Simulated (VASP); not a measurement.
# CsCu16 in VASP: single point with PBE

Aim: the single point of CsCu16 with PBE.

Program: VASP 6.6.1. These are calculated values, not measurements. Logs are shortened: lines on timing, memory, paths and dates and some standing lists are left out, and cuts for length are marked.

### Step 1. The cell of the first run

The cell holds a slab with vacuum, 17 atoms: a = 5.105 Å, b = 5.105 Å, c = 22.753 Å, α = 90.00°, β = 90.00°, γ = 60.00°.

### Step 2. Single point, PBE

INCAR reads:

```
  PREC = Accurate
  ENCUT = 520
  EDIFF = 1E-6
  ISMEAR = 1
  SIGMA = 0.1
  LREAL = False
  LASPH = True
  NELM = 120
  ALGO = Normal
  ISIF = 2
  LWAVE = False
  LCHARG = True
  GGA = PE
  LVHAR = True
  NBANDS = 106
  GGA_COMPAT = False
  NELMDL = -8
  KPAR = 4
```

KPOINTS reads:

```
Automatic mesh
0
Gamma
  6 6 1
```

POSCAR reads:

```
CsCu16
1.0
    5.1053109602      0.0000000000      0.0000000000
    2.5526554801      4.4213289857      0.0000000000
    0.0000000000      0.0000000000     22.7527034153
Cu Cs
16 1
Direct
    0.0000000000      0.0000000000      0.1098770500
    0.5000000000      0.0000000000      0.1098770500
    0.0000000000      0.5000000000      0.1098770500
    0.5000000000      0.5000000000      0.1098770500
    0.1666666700      0.1666666700      0.2014808700
    0.6666666700      0.1666666700      0.2014808700
    0.1666666700      0.6666666700      0.2014808700
    0.6666666700      0.6666666700      0.2014808700
    0.8320043400      0.3359142800      0.2901085600
    0.3332892500      0.3333549100      0.2913599400
    0.8320287000      0.8320922200      0.2901364000
    0.3358675500      0.8320505400      0.2900958900
    0.0001174100      0.0001006800      0.3762252800
    0.4999982300     -0.0004609200      0.3818515600
   -0.0005848000      0.5001787600      0.3818618400
    0.5001193700      0.5003367200      0.3818494800
   -0.0090093900     -0.0026876300      0.5109179400
```

Potentials or basis: VASP PAW PBE potentials, release 64 (Cu, Cs_sv).

The run is started by

```console
$ cat potpaw_PBE.64/Cu/POTCAR potpaw_PBE.64/Cs_sv/POTCAR > POTCAR
$ mpirun -np 4 vasp_std > vasp.out
```

OUTCAR:

```text
PREC = Accurate
   ENCUT = 520
   EDIFF = 1E-6
   ISMEAR = 1
   LREAL = False
   LASPH = True
   NELM = 120
   ISIF = 2
   GGA = PE
   NELMDL = -8

 ion  position               nearest neighbor table
   1  0.000  0.000  0.110-   3 2.55   3 2.55   4 2.55   4 2.55   2 2.55   2 2.55   7 2.55   6 2.55
                             5 2.55
   2  0.500  0.000  0.110-   4 2.55   3 2.55   4 2.55   3 2.55   1 2.55   1 2.55   8 2.55   5 2.55
                             6 2.55
   3  0.000  0.500  0.110-   1 2.55   1 2.55   2 2.55   2 2.55   4 2.55   4 2.55   5 2.55   8 2.55
                             7 2.55
   4  0.500  0.500  0.110-   2 2.55   1 2.55   2 2.55   1 2.55   3 2.55   3 2.55   6 2.55   7 2.55
                             8 2.55
   5  0.167  0.167  0.201-  12 2.50   9 2.50  10 2.52   7 2.55   7 2.55   8 2.55   8 2.55   6 2.55
                             6 2.55   3 2.55   2 2.55   1 2.55
   6  0.667  0.167  0.201-   9 2.50  11 2.50  10 2.52   8 2.55   7 2.55   8 2.55   7 2.55   5 2.55
                             5 2.55   4 2.55   1 2.55   2 2.55
   7  0.167  0.667  0.201-  12 2.50  11 2.50  10 2.52   5 2.55   5 2.55   6 2.55   6 2.55   8 2.55
                             8 2.55   1 2.55   4 2.55   3 2.55
   8  0.667  0.667  0.201-  12 2.49   9 2.49  11 2.49   6 2.55   5 2.55   6 2.55   5 2.55   7 2.55
                             7 2.55   2 2.55   3 2.55   4 2.55
   9  0.832  0.336  0.290-  13 2.46   8 2.49   6 2.50   5 2.50  12 2.53  11 2.53  15 2.55  16 2.55
                            10 2.55  10 2.55  11 2.57  12 2.57
  10  0.333  0.333  0.291-   5 2.52   7 2.52   6 2.52  16 2.53  14 2.53  15 2.53  12 2.55   9 2.55
                            11 2.55  11 2.55   9 2.55  12 2.55
  11  0.832  0.832  0.290-  13 2.46   8 2.49   6 2.50   7 2.50  12 2.53   9 2.53  15 2.55  14 2.55
                            10 2.55  10 2.55   9 2.57  12 2.57
  12  0.336  0.832  0.290-  13 2.46   8 2.49   7 2.50   5 2.50   9 2.53  11 2.53  14 2.55  16 2.55
                            10 2.55  10 2.55  11 2.57   9 2.57
  13  0.000  0.000  0.376-   9 2.46  12 2.46  11 2.46  14 2.55  15 2.55  16 2.56  16 2.56  15 2.56
                            14 2.56
  14  0.500  1.000  0.382-  10 2.53  16 2.55  15 2.55  12 2.55  11 2.55  13 2.55  15 2.56  16 2.56
                            13 2.56
  15  0.999  0.500  0.382-  10 2.53  16 2.55  14 2.55   9 2.55  11 2.55  13 2.55  14 2.56  16 2.56
                            13 2.56
  16  0.500  0.500  0.382-  10 2.53  14 2.55  15 2.55  12 2.55   9 2.55  13 2.56  13 2.56  15 2.56
                            14 2.56
  17  0.991  0.997  0.511-

  LATTYP: Found a hexagonal cell.
 ALAT       =     5.1053109602
 C/A-ratio  =     4.4566733727

  Lattice vectors:

 A1 = (  -2.5526554801,  -4.4213289857,   0.0000000000)
 A2 = (   5.1053109602,   0.0000000000,   0.0000000000)
 A3 = (   0.0000000000,   0.0000000000,  22.7527034153)

Analysis of symmetry for initial positions (statically):
=====================================================================
 Subroutine PRICEL returns:
 Original cell was already a primitive cell.

 Routine SETGRP: Setting up the symmetry group for a
 hexagonal supercell.

 Subroutine GETGRP returns: Found  1 space group operations
 (whereof  1 operations were pure point group operations)
 out of a pool of 24 trial point group operations.

The static configuration has the point symmetry C_1 .

Analysis of symmetry for dynamics (positions and initial velocities):
=====================================================================
 Subroutine PRICEL returns:
 Original cell was already a primitive cell.

 Routine SETGRP: Setting up the symmetry group for a
 hexagonal supercell.

 Subroutine GETGRP returns: Found  1 space group operations
 (whereof  1 operations were pure point group operations)
 out of a pool of 24 trial point group operations.

The dynamic configuration has the point symmetry C_1 .

 Subroutine INISYM returns: Found  1 space group operations
 (whereof  1 operations are pure point group operations),
 and found     1 'primitive' translations

----------------------------------------------------------------------------------------

                                     Primitive cell

  volume of cell :     513.5799

  direct lattice vectors                    reciprocal lattice vectors
     5.105310960  0.000000000  0.000000000     0.195874455 -0.113088169  0.000000000
     2.552655480  4.421328986  0.000000000     0.000000000  0.226176338  0.000000000
[... 49 lines left out ...]
 Grid dimensions read from file:
 generate k-points for:    6    6    1

 Generating k-lattice:

  Cartesian coordinates                     Fractional coordinates (reciprocal lattice)
     0.032645742 -0.018848028  0.000000000     0.166666667 -0.000000000  0.000000000
     0.000000000  0.037696056  0.000000000     0.000000000  0.166666667  0.000000000
     0.000000000  0.000000000  0.043950821     0.000000000  0.000000000  1.000000000

  Length of vectors
     0.037696056  0.037696056  0.043950821

  Shift w.r.t. Gamma in fractional coordinates (k-lattice)
     0.000000000  0.000000000  0.000000000

 Subroutine IBZKPT returns following result:
 ===========================================

 Found     20 irreducible k-points:

 Following reciprocal coordinates:
            Coordinates               Weight
  0.000000  0.000000  0.000000      1.000000
  0.166667  0.000000  0.000000      2.000000
  0.166667  0.166667  0.000000      2.000000
  0.000000  0.166667  0.000000      2.000000
  0.333333 -0.000000  0.000000      2.000000
  0.333333  0.333333  0.000000      2.000000
[... 12 lines left out ...]
  0.500000 -0.333333  0.000000      2.000000
 -0.333333  0.333333  0.000000      2.000000
   k-points           NKPTS =     20   k-points in BZ     NKDIM =     20   number of bands    NBANDS=    106
   number of dos      NEDOS =    301   number of ions     NIONS =     17
   total plane-waves  NPLWV = 288000
   dimension x,y,z NGX =    40 NGY =   40 NGZ =  180
   dimension x,y,z NGXF=    80 NGYF=   80 NGZF=  360
   ions per type =              16   1
   NGX,Y,Z   is equivalent  to a cutoff of  13.03, 13.03, 13.15 a.u.
   NGXF,Y,Z  is equivalent  to a cutoff of  26.05, 26.05, 26.30 a.u.
 SYSTEM =  unknown system
   PREC   = accura    normal or accurate (medium, high low for compatibility)
   ISTART =      0    job   : 0-new  1-cont  2-samecut
   ICHARG =      2    charge: 1-file 2-atom 10-const
   ISPIN  =      1    spin polarized calculation?
   LNONCOLLINEAR =      F non collinear calculations
   LSORBIT =      F    spin-orbit coupling
   LASPH  =      T    aspherical Exc in radial PAW
   ENCUT  =  520.0 eV  38.22 Ry    6.18 a.u.   9.49  9.49 42.30*2*pi/ulx,y,z
   NELM   =    120;   NELMIN=  2; NELMDL= -8     # of ELM steps
   EDIFF  = 0.1E-05   stopping-criterion for ELM
   LREAL  =      F    real-space projection
   EDIFFG = 0.1E-04   stopping-criterion for IOM
   NSW    =      0    number of steps for IOM
   IBRION =     -1    ionic relax: 0-MD 1-quasi-New 2-CG
   NFREE  =      0    steps in history (QN), initial steepest desc. (CG)
   ISIF   =      2    stress and relaxation
   ISYM   =      2    0-nonsym 1-usesym 2-fastsym
   POTIM  = 0.5000    time-step for ionic-motion
   TEBEG  =    0.0;   TEEND  =   0.0 temperature during run
   PSTRESS=    0.0 pullay stress
   NELECT =     185.0000    total number of electrons
   NUPDOWN=      -1.0000    fix difference up-down
   EMIN   =  10.00;   EMAX   =-10.00  energy-range for DOS
   EFERMI =   0.00;   METHOD = LEGACY
   ISMEAR =     1;   SIGMA  =   0.10  broadening in eV -4-tet -1-fermi 0-gaus
   EFERMI_NEDOS =   21; number of points for ismear=-14 and -15
   IALGO  =     38    algorithm
   IMIX   =      4    mixing-type and parameters
     AMIX     =   0.40;   BMIX     =  1.00
     AMIX_MAG =   1.60;   BMIX_MAG =  1.00
  volume/ion in A,a.u.               =      30.21       203.87
  Fermi-wavevector in a.u.,A,eV,Ry     =   1.164830  2.201210 18.460794  1.356830
  Thomas-Fermi vector in A             =   2.301364
   LORBIT       =      0    0 simple, 1 ext, 2 COOP (PROOUT), +10 PAW based schemes
   GGA     = PE    functional components
   LHFCALC =     F    Hartree Fock is set to
   AEXX    =    0.0000 exact exchange contribution
   IVDW    =     0    specifies the selected vdW correction
   LEPSILON=     F    determine dielectric tensor
   LRPA    =     F    only Hartree local field effects (RPA)
 non-spin polarized calculation
 Methfessel and Paxton  Order N= 1 SIGMA  =   0.10
  energy-cutoff  :      520.00
  volume of cell :      513.58
 maximum number of plane-waves:     13945
 NGX is ok and might be reduce to    40
   NGX = 19   NGY = 19   NGZ = 85

 number of electron     185.0000091 magnetization

 Free energy of the ion-electron system (eV)
  ---------------------------------------------------
  ext. energy  EPLUGINS =         0.00000000
  ---------------------------------------------------
  free energy    TOTEN  =       -57.73417181 eV

  energy without entropy =      -57.73235281  energy(sigma->0) =      -57.73356548

 E-fermi :   1.6773     XC(G=0):  -6.3720

 val. band max:        1.3495490437   @ k =   0.1667   0.1667   0.0000
 cond. band min:       1.6943663440   @ k =   0.5000   0.1667   0.0000
 fundamental gap:      0.3448173003
 Fermi energy:         1.6773060585

 k-point     1 :       0.0000    0.0000    0.0000
  band No.  band energies     occupation
      1     -21.9198      2.00000
      2      -8.8868      2.00000
      3      -8.6749      2.00000
      4      -8.6748      2.00000
      5      -7.5008      2.00000
      6      -6.1687      2.00000
[... 2129 lines left out ...]
    103       5.0754      0.00000
    104       5.1478      0.00000
 [bands above 104 left out]

------------------------ aborting loop because EDIFF is reached ----------------------------------------

  FORCE on cell =-STRESS in cart. coord.  units (eV):
  Direction    XX          YY          ZZ          XY          YZ          ZX
  --------------------------------------------------------------------------------------
  -------------------------------------------------------------------------------------
  Total        0.5043753      0.5050554      4.3512120      0.0017870     -0.0014036      0.0027133
  in kB        1.5734623      1.5755840     13.5741546      0.0055747     -0.0043788      0.0084646
  external PRESSURE =       5.5744003 kB  Pullay stress =       0.0000000 kB

 VOLUME and BASIS-vectors are now :
 -----------------------------------------------------------------------------
  energy-cutoff  :      520.00
  volume of cell :      513.58
      direct lattice vectors                 reciprocal lattice vectors
     5.105310960  0.000000000  0.000000000     0.195874455 -0.113088169  0.000000000
     2.552655480  4.421328986  0.000000000     0.000000000  0.226176338  0.000000000
     0.000000000  0.000000000 22.752703415     0.000000000  0.000000000  0.043950821

 POSITION                                       TOTAL-FORCE (eV/Angst)
 -----------------------------------------------------------------------------------
      0.00000      0.00000      2.50000        -0.001498     -0.000321     -0.019429
      2.55266      0.00000      2.50000         0.001380      0.004276     -0.024173
      1.27633      2.21066      2.50000         0.003968     -0.001174     -0.024281
      3.82898      2.21066      2.50000        -0.003934     -0.002748     -0.023952
      1.27633      0.73689      4.58423         0.024849      0.014923     -0.221924
      3.82898      0.73689      4.58423        -0.025173      0.013668     -0.221749
[... 9 lines left out ...]
      3.83045      2.21215      8.68811        -0.000190     -0.000292      0.161517
      7.60511      4.40945     11.62476         0.000188     -0.000072      0.203727
 -----------------------------------------------------------------------------------
    total drift:                                0.000220     -0.000151     -0.001319

  FREE ENERGIE OF THE ION-ELECTRON SYSTEM (eV)
  ---------------------------------------------------
  free  energy   TOTEN  =       -57.7341718150 eV

  energy  without entropy=      -57.7323528063  energy(sigma->0) =      -57.73356548
```

It took 18 min on 4 MPI ranks of Intel Xeon Platinum 8488C (Sapphire Rapids), shared host; peak memory 1.1 GiB.

Results:

| Quantity | Value |
| --- | --- |
| Free energy | -57.7342 eV |
| Largest force | 0.303 eV/Å |
| Band gap on the k mesh | zero (an odd number of electrons rules out a gap without spin polarisation) |

Forces in eV/Å, atoms in the order of the input:
```
Cu  -0.001  0.000 -0.019
Cu   0.001  0.004 -0.024
Cu   0.004 -0.001 -0.024
Cu  -0.004 -0.003 -0.024
Cu   0.025  0.015 -0.222
Cu  -0.025  0.014 -0.222
Cu  -0.001 -0.029 -0.222
Cu   0.001  0.000 -0.303
Cu   0.000  0.001  0.061
Cu   0.000  0.000  0.062
Cu  -0.001  0.000  0.061
Cu   0.001 -0.001  0.061
Cu   0.000  0.000  0.127
Cu   0.000  0.000  0.161
Cu   0.000  0.000  0.161
Cu   0.000  0.000  0.162
Cs   0.000  0.000  0.204
```

Levels at points of the mesh, in eV from the Fermi level:
```
           k point  band 90  band 91  band 92  band 93  band 94  band 95
(0.00, 0.00, 0.00)    -0.50    -0.49    -0.47     0.14     0.50     0.50
(0.50, 0.00, 0.00)    -1.34    -0.34    -0.34     0.15     0.23     0.38
(0.50, 0.50, 0.00)    -1.34    -0.34    -0.34     0.15     0.23     0.38
(0.00, 0.50, 0.00)    -1.34    -0.34    -0.34     0.15     0.23     0.38
```

Caveat: there is no dipole correction, which matters where the two faces differ; spin-orbit coupling is left out, which moves the levels of the heavy elements.

The gap in the log of VASP goes by the Fermi energy; the results here count the filled bands.